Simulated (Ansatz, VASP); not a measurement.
**One calculation of Al2H3, two programs**

INCAR

```
PREC = Accurate
ENCUT = 500
EDIFF = 1E-7
ISMEAR = 0
SIGMA = 0.1
LREAL = False
LASPH = True
NELM = 120
ALGO = Normal
ISIF = 3
LWAVE = False
LCHARG = False
GGA = PE
IBRION = 2
NSW = 90
EDIFFG = -0.04
GGA_COMPAT = False
NELMIN = 4
```

The input KPOINTS:

```
Automatic mesh
0
Gamma
  6 6 4
```

POSCAR

```
Al2H3
1.0
    3.2721643352      0.0000000000      0.0000000000
   -1.6360821676      2.8337774397      0.0000000000
    0.0000000000      0.0000000000      5.0909561865
Al H
2 3
Direct
    0.3333333333      0.6666666667      0.2450000000
    0.6666666667      0.3333333333      0.7550000000
    0.0000000000      0.0000000000      0.0000000000
    0.3333333333      0.6666666667      0.6450000000
    0.6666666667      0.3333333333      0.3550000000
```

Input for Ansatz:

```yaml
crystal:
  lattice:
    - [3.2721643352, 0.0, 0.0]
    - [-1.6360821676, 2.8337774397, 0.0]
    - [0.0, 0.0, 5.0909561865]
  atoms:
    - { symbol: Al, position: [0.3333333333, 0.6666666667, 0.245] }
    - { symbol: Al, position: [0.6666666667, 0.3333333333, 0.755] }
    - { symbol: H, position: [0.0, 0.0, 0.0] }
    - { symbol: H, position: [0.3333333333, 0.6666666667, 0.645] }
    - { symbol: H, position: [0.6666666667, 0.3333333333, 0.355] }
basis:
  ecutwfc: 420
kpoints:
  mp_grid: { grid: [6, 6, 4] }
hamiltonian:
  xc: pbe
scf:
  occupations: { method: gaussian, width: 0.1 }
  lower_state_search: "off"
output:
  forces: true
  stress: true
  eigenvalues: true
relax:
  adjacent_minimum: "off"
  f_tol: 0.04
  max_steps: 70
  cell: { stress_tol: 0.4 }
```

Alike in both runs: task relaxation of cell and atoms; functional PBE; k mesh 6 × 6 × 4; occupations gaussian, width 0.1 eV; no spin polarisation.

|  | VASP | Ansatz |
| --- | --- | --- |
| version | VASP 6.6.1 | Ansatz 0.2.0 |
| potentials or method | VASP PAW PBE potentials, release 64 (Al, H), cutoff 500 eV | scalar-relativistic, plane waves, PAW |
| valence electrons in the cell | 9 | 9 |

|  | VASP | Ansatz | Ansatz less VASP |
| --- | --- | --- | --- |
| gap on the k mesh at the Fermi level, each at its own relaxed structure (eV) | none | none | - |
| relaxed volume (Å³/atom) | 8.94 | 8.95 | +0.015 |
| relaxed cell length with the largest relative difference (Å) | 4.526 | 4.509 | -0.0174 |

A gap of «none» marks a metal or a gap that the smearing closes.

The k mesh is coarse, so the values compare programs but aren't converged.
